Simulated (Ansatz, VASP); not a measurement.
**LiCl: VASP beside Ansatz**

Contents of INCAR:

```
SYSTEM = LiCl
ALGO     = Normal         ! electronic algorithm
EDIFF    = 1E-7           ! SCF threshold, eV
ENCUT    = 520            ! plane-wave cutoff, eV
GGA      = PE             ! functional
ISIF     = 2              ! what is computed and relaxed
ISMEAR   = 0              ! smearing method
LASPH    = .TRUE.         ! aspherical terms in the spheres
LCHARG   = .TRUE.         ! write CHGCAR
LELF     = .TRUE.         ! ELF
LREAL    = .FALSE.        ! projectors in reciprocal space
LVHAR    = .TRUE.       
LWAVE    = .FALSE.        ! write WAVECAR
NBANDS   = 12             ! bands
NELM     = 60             ! most SCF steps
PREC     = Accurate       ! precision mode
SIGMA    = 0.1            ! smearing width, eV
```

File KPOINTS:

```
k-points
0
G
  8 8 8
  0 0 0
```

The input POSCAR:

```
LiCl
1.0
    0.0000000000      2.5421223390      2.5421223390
    2.5421223390      0.0000000000      2.5421223390
    2.5421223390      2.5421223390      0.0000000000
Li Cl
1 1
Direct
    0.0000000000      0.0000000000      0.0000000000
    0.5000000000      0.5000000000      0.5000000000
```

Input for Ansatz:

```yaml
crystal:
  lattice:
    - [0.0, 2.542122339, 2.542122339]
    - [2.542122339, 0.0, 2.542122339]
    - [2.542122339, 2.542122339, 0.0]
  atoms:
    - { symbol: Li, position: [0.0, 0.0, 0.0] }
    - { symbol: Cl, position: [0.5, 0.5, 0.5] }
basis:
  ecutwfc: 420
kpoints:
  mp_grid: { grid: [8, 8, 8] }
hamiltonian:
  xc: pbe
scf:
  occupations: { method: gaussian, width: 0.1 }
output:
  forces: true
  stress: true
  eigenvalues: true
```

Alike in both runs: task single point; functional PBE; k mesh 8 × 8 × 8; occupations gaussian, width 0.1 eV; no spin polarisation.

|  | VASP | Ansatz |
| --- | --- | --- |
| version | VASP 6.6.1 | Ansatz 0.2.0 |
| potentials or method | VASP PAW PBE potentials, release 64 (Li_sv, Cl), cutoff 520 eV | scalar-relativistic, plane waves, PAW |
| valence electrons in the cell | 10 | 10 |

Ansatz gave:

| Quantity | Value |
| --- | --- |
| gap on the k mesh at the Fermi level (eV) | 6.48 |
| least direct gap on the mesh (eV) | 6.48 |

Q: Estimate VASP's values.

A: gap on the k mesh at the Fermi level (eV): 6.50; least direct gap on the mesh (eV): 6.50.

Noted on VASP's run: the cutoff is short for stress, so the pressure is rough.
